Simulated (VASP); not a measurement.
# SnTe (F-43m) in VASP: settings compared

Aim: see how the results for SnTe move with the level of theory and the settings. Levels: HSE06, PBE0. Tasks: relaxation of cell and atoms, single point.

All numbers are computed with VASP 6.6.1; they aren't measurements. Logs are shortened: lines on timing, memory, paths and dates and some standing lists are left out, and cuts for length are marked.

### 1 The cell of the first run

The structure is cubic, space group F-43m (No. 216). Conventional cell: a = 7.168 Å, b = 7.168 Å, c = 7.168 Å, α = 90.00°, β = 90.00°, γ = 90.00°. Within 4.1 Å of Sn (site symmetry -43m) lie 4 Te at 3.10 Å. Within 4.1 Å of Te (site symmetry -43m) lie 4 Sn at 3.10 Å.

### 2 Relaxation of cell and atoms, HSE06

POSCAR reads:

```
SnTe
1.0
    0.0000000000      3.5839840079      3.5839840079
    3.5839840079      0.0000000000      3.5839840079
    3.5839840079      3.5839840079      0.0000000000
Sn Te
1 1
Direct
    0.0000000000      0.0000000000      0.0000000000
    0.2500000000      0.2500000000      0.2500000000
```

INCAR.step1 reads:

```
PREC = Accurate
ENCUT = 500
EDIFF = 1E-5
ISMEAR = -1
SIGMA = 0.02
LREAL = F
LASPH = T
NELM = 120
ALGO = Normal
LWAVE = T
LCHARG = F
GGA = PE
NBANDS = 17
GGA_COMPAT = F
IBRION = 2
ISIF = 3
EDIFFG = -0.005
NELMIN = 4
NSW = 100
```

INCAR.step2 reads:

```
PREC = Accurate
ENCUT = 500
EDIFF = 1E-7
ISMEAR = -1
SIGMA = 0.02
LREAL = F
LASPH = T
NELM = 120
ALGO = Normal
ISIF = 3
LWAVE = F
LCHARG = F
GGA = PE
LHFCALC = T
HFSCREEN = 0.2079
PRECFOCK = Normal
IBRION = 2
NSW = 80
EDIFFG = -0.005
ISTART = 1
GGA_COMPAT = F
NELMIN = 4
```

KPOINTS reads:

```
Automatic mesh
0
Gamma
  4 4 4
```

Potentials or basis: VASP PAW PBE potentials, release 64 (Sn_d, Te).

Launch:

```
$ cat potpaw_PBE.64/Sn_d/POTCAR potpaw_PBE.64/Te/POTCAR > POTCAR
$ cp INCAR.step1 INCAR
$ mpirun -np 1 vasp_std > vasp.out
$ cp INCAR.step2 INCAR
$ mpirun -np 1 vasp_std > vasp.out
```

OUTCAR:

```text
PREC = Accurate
   ENCUT = 500
   EDIFF = 1E-7
   ISMEAR = -1
   LREAL = F
   LASPH = T
   NELM = 120
   ISIF = 3
   GGA = PE
   LHFCALC = T
   HFSCREEN = 0.2079
   PRECFOCK = Normal
   IBRION = 2
   NSW = 80
   EDIFFG = -0.005
   ISTART = 1
   NELMIN = 4

 ion  position               nearest neighbor table
   1  0.000  0.000  0.000-   2 3.10   2 3.10   2 3.10   2 3.10
   2  0.250  0.250  0.250-   1 3.10   1 3.10   1 3.10   1 3.10

  LATTYP: Found a face centered cubic cell.
 ALAT       =     7.1679680158

  Lattice vectors:

 A1 = (   0.0000000000,   3.5839840079,   3.5839840079)
 A2 = (   3.5839840079,   0.0000000000,   3.5839840079)
 A3 = (   3.5839840079,   3.5839840079,   0.0000000000)

Analysis of symmetry for initial positions (statically):
=====================================================================
 Subroutine PRICEL returns:
 Original cell was already a primitive cell.

 Routine SETGRP: Setting up the symmetry group for a
 face centered cubic supercell.

 Subroutine GETGRP returns: Found 24 space group operations
 (whereof 24 operations were pure point group operations)
 out of a pool of 48 trial point group operations.

The static configuration has the point symmetry T_d .

Analysis of symmetry for dynamics (positions and initial velocities):
=====================================================================
 Subroutine PRICEL returns:
 Original cell was already a primitive cell.

 Routine SETGRP: Setting up the symmetry group for a
 face centered cubic supercell.

 Subroutine GETGRP returns: Found 24 space group operations
 (whereof 24 operations were pure point group operations)
 out of a pool of 48 trial point group operations.

The dynamic configuration has the point symmetry T_d .

 Subroutine INISYM returns: Found 24 space group operations
 (whereof 24 operations are pure point group operations),
 and found     1 'primitive' translations

----------------------------------------------------------------------------------------

                                     Primitive cell

  volume of cell :      92.0721

  direct lattice vectors                    reciprocal lattice vectors
     0.000000000  3.583984008  3.583984008    -0.139509551  0.139509551  0.139509551
     3.583984008  0.000000000  3.583984008     0.139509551 -0.139509551  0.139509551
     3.583984008  3.583984008  0.000000000     0.139509551  0.139509551 -0.139509551

  length of vectors
     5.068518791  5.068518791  5.068518791     0.241637631  0.241637631  0.241637631

  position of ions in fractional coordinates (direct lattice)
     0.000000000  0.000000000  0.000000000
     0.250000000  0.250000000  0.250000000

  ion indices of the primitive-cell ions
   primitive index   ion index
                 1           1
                 2           2

----------------------------------------------------------------------------------------

 KPOINTS: Automatic mesh

Automatic generation of k-mesh.
 Grid dimensions read from file:
 generate k-points for:    4    4    4

 Generating k-lattice:

  Cartesian coordinates                     Fractional coordinates (reciprocal lattice)
    -0.034877388  0.034877388  0.034877388     0.250000000  0.000000000  0.000000000
     0.034877388 -0.034877388  0.034877388     0.000000000  0.250000000  0.000000000
     0.034877388  0.034877388 -0.034877388     0.000000000  0.000000000  0.250000000

  Length of vectors
     0.060409408  0.060409408  0.060409408

  Shift w.r.t. Gamma in fractional coordinates (k-lattice)
     0.000000000  0.000000000  0.000000000

 Subroutine IBZKPT returns following result:
 ===========================================

[... 51 lines left out ...]
  volume/ion in A,a.u.               =      46.04       310.67
  Fermi-wavevector in a.u.,A,eV,Ry     =   0.984107  1.859692 13.176775  0.968466
  Thomas-Fermi vector in A             =   2.115314
   LORBIT       =      0    0 simple, 1 ext, 2 COOP (PROOUT), +10 PAW based schemes
   GGA     = PE    functional components
   LHFCALC =     T    Hartree Fock is set to
   PRECFOCK=normal    Normal, Fast or Accurate (Low or Medium for compatibility)
   ENCUT4O =  -1.0   cutoff for four orbital integrals eV
   NKREDX  =     1    reduce k-point grid by
   NKREDY  =     1    reduce k-point grid by
   NKREDZ  =     1    reduce k-point grid by
   AEXX    =    0.2500 exact exchange contribution
   HFSCREEN=    0.2079 screening length (either q_TF or 0.3 A-1)
   HFSCREENC=   0.2079 screening length for correlation (either q_TF or 0.3 A-1)
   ENCUTFOCK=  -1.0 apply spherical cutoff to Coloumb kernel
   IVDW    =     0    specifies the selected vdW correction
   LEPSILON=     F    determine dielectric tensor
   LRPA    =     F    only Hartree local field effects (RPA)
 conjugate gradient relaxation of ions
 non-spin polarized calculation
  energy-cutoff  :      500.00
  volume of cell :       92.07
 maximum number of plane-waves:      2362
 NGX is ok and might be reduce to    40
  NGX = 28; NGY = 28; NGZ = 28

--------------------------------------- Ionic step        1  -------------------------------------------

 number of electron      20.0000006 magnetization

 Free energy of the ion-electron system (eV)
  ---------------------------------------------------
  ext. energy  EPLUGINS =         0.00000000
  ---------------------------------------------------
  free energy    TOTEN  =        -8.44666020 eV

  energy without entropy =       -8.44662976  energy(sigma->0) =       -8.44664498

------------------------ aborting loop because EDIFF is reached ----------------------------------------

  FORCE on cell =-STRESS in cart. coord.  units (eV):
  Direction    XX          YY          ZZ          XY          YZ          ZX
  --------------------------------------------------------------------------------------
  -------------------------------------------------------------------------------------
  Total       -0.0889751     -0.0889751     -0.0889751      0.0000000      0.0000000     -0.0000000
  in kB       -1.5482855     -1.5482855     -1.5482855      0.0000000      0.0000000     -0.0000000
  external PRESSURE =      -1.5482855 kB  Pullay stress =       0.0000000 kB

 VOLUME and BASIS-vectors are now :
 -----------------------------------------------------------------------------
  energy-cutoff  :      500.00
  volume of cell :       92.07
      direct lattice vectors                 reciprocal lattice vectors
     0.000000000  3.583984008  3.583984008    -0.139509551  0.139509551  0.139509551
     3.583984008  0.000000000  3.583984008     0.139509551 -0.139509551  0.139509551
     3.583984008  3.583984008  0.000000000     0.139509551  0.139509551 -0.139509551

 POSITION                                       TOTAL-FORCE (eV/Angst)
 -----------------------------------------------------------------------------------
      0.00000      0.00000      0.00000        -0.000000      0.000000     -0.000000
      1.79199      1.79199      1.79199         0.000000     -0.000000      0.000000
 -----------------------------------------------------------------------------------
    total drift:                               -0.000001     -0.000002     -0.000001

  FREE ENERGIE OF THE ION-ELECTRON SYSTEM (eV)
  ---------------------------------------------------
  free  energy   TOTEN  =        -8.4466602037 eV

  energy  without entropy=       -8.4466297593  energy(sigma->0) =       -8.44664498

--------------------------------------- Ionic step        2  -------------------------------------------

 number of electron      20.0000006 magnetization

 Free energy of the ion-electron system (eV)
  ---------------------------------------------------
  ext. energy  EPLUGINS =         0.00000000
  ---------------------------------------------------
  free energy    TOTEN  =        -8.44692815 eV

  energy without entropy =       -8.44687833  energy(sigma->0) =       -8.44690324

 E-fermi :   3.4582     XC(G=0):  -6.3811

 val. band max:        3.3171037971   @ k =  -0.2500   0.5000   0.2500
 cond. band min:       3.5854526817   @ k =   0.5000   0.5000   0.0000
 fundamental gap:      0.2683488846
 Fermi energy:         3.4582183151

 k-point     1 :       0.0000    0.0000    0.0000
  band No.  band energies     occupation
      1     -20.8878      2.00000
      2     -20.8878      2.00000
      3     -20.8878      2.00000
      4     -20.8747      2.00000
      5     -20.8747      2.00000
      6      -9.6811      2.00000
      7      -2.2798      2.00000
      8       0.9208      2.00000
      9       0.9208      2.00000
     10       0.9208      2.00000
     11       4.5920      0.00000
     12       4.5920      0.00000
     13       4.5920      0.00000
     14       7.7594      0.00000
[... 105 lines left out ...]
      1     -20.8901      2.00000
      2     -20.8852      2.00000
      3     -20.8840      2.00000
      4     -20.8753      2.00000
      5     -20.8743      2.00000
      6      -8.7450      2.00000
      7      -4.9974      2.00000
      8      -0.7454      2.00000
      9      -0.6180      2.00000
     10       3.3171      1.99828
     11       5.0183      0.00000
     12       5.8814      0.00000
     13       6.8626      0.00000
     14       9.2062      0.00000

------------------------ aborting loop because EDIFF is reached ----------------------------------------

  FORCE on cell =-STRESS in cart. coord.  units (eV):
  Direction    XX          YY          ZZ          XY          YZ          ZX
  --------------------------------------------------------------------------------------
  -------------------------------------------------------------------------------------
  Total        0.0097747      0.0097747      0.0097747     -0.0000000      0.0000000     -0.0000000
  in kB        0.1711920      0.1711920      0.1711920     -0.0000000      0.0000000     -0.0000000
  external PRESSURE =       0.1711920 kB  Pullay stress =       0.0000000 kB

 VOLUME and BASIS-vectors are now :
 -----------------------------------------------------------------------------
  energy-cutoff  :      500.00
  volume of cell :       91.48
      direct lattice vectors                 reciprocal lattice vectors
     0.000000000  3.576292067  3.576292067    -0.139809610  0.139809610  0.139809610
     3.576292067 -0.000000000  3.576292067     0.139809610 -0.139809610  0.139809610
     3.576292067  3.576292067  0.000000000     0.139809610  0.139809610 -0.139809610

 POSITION                                       TOTAL-FORCE (eV/Angst)
 -----------------------------------------------------------------------------------
      3.57629      3.57629      7.15258         0.000000      0.000000      0.000000
      1.78815      1.78815      1.78815        -0.000000     -0.000000     -0.000000
 -----------------------------------------------------------------------------------
    total drift:                               -0.000007     -0.000010     -0.000006

  FREE ENERGIE OF THE ION-ELECTRON SYSTEM (eV)
  ---------------------------------------------------
  free  energy   TOTEN  =        -8.4469281506 eV

  energy  without entropy=       -8.4468783260  energy(sigma->0) =       -8.44690324

 reached required accuracy - stopping structural energy minimisation
```

It took 20 min on 1 thread of Intel Xeon Platinum 8488C (Sapphire Rapids), shared host; peak memory 0.37 GiB.

What came out:

* Free energy: -8.4469 eV
* Relaxed volume: 45.74 Å³/atom
* Relaxed cell: a = 5.058 Å, b = 5.058 Å, c = 5.058 Å, α = 60.00°, β = 60.00°, γ = 60.00°
* Space group after relaxing (to 0.1 Å): F-43m (No. 216)
* Energy gained by relaxing: 0.1 meV/atom
* Ionic steps: 2
* Pressure after relaxing: 0.0 GPa
* Band gap on the k mesh: 0.27 eV (least direct gap 1.11 eV)

The path:
```
step  energy change (eV)  largest force (eV/Å)  pressure (GPa)  volume (Å³)
   1              0.0000                0.0000           -0.15        92.07
   2             -0.0003                0.0000            0.02        91.48
```

Final structure:
```cif
data_structure
_symmetry_space_group_name_H-M 'P 1'
_symmetry_Int_Tables_number 1
_cell_length_a 5.0576
_cell_length_b 5.0576
_cell_length_c 5.0576
_cell_angle_alpha 60.000
_cell_angle_beta 60.000
_cell_angle_gamma 60.000
_cell_volume 91.48
loop_
_atom_site_label
_atom_site_type_symbol
_atom_site_fract_x
_atom_site_fract_y
_atom_site_fract_z
_atom_site_occupancy
Sn1 Sn 0.00000 0.00000 0.00000 1
Te1 Te 0.25000 0.25000 0.25000 1
```

Caveat: the structure was generated, so it needn't be the stable form of SnTe; the PAW data sets were made with another functional, which shifts forces and pressure a little; spin-orbit coupling is left out, which moves the levels of the heavy elements.

(Continued in part 2 of 3.)
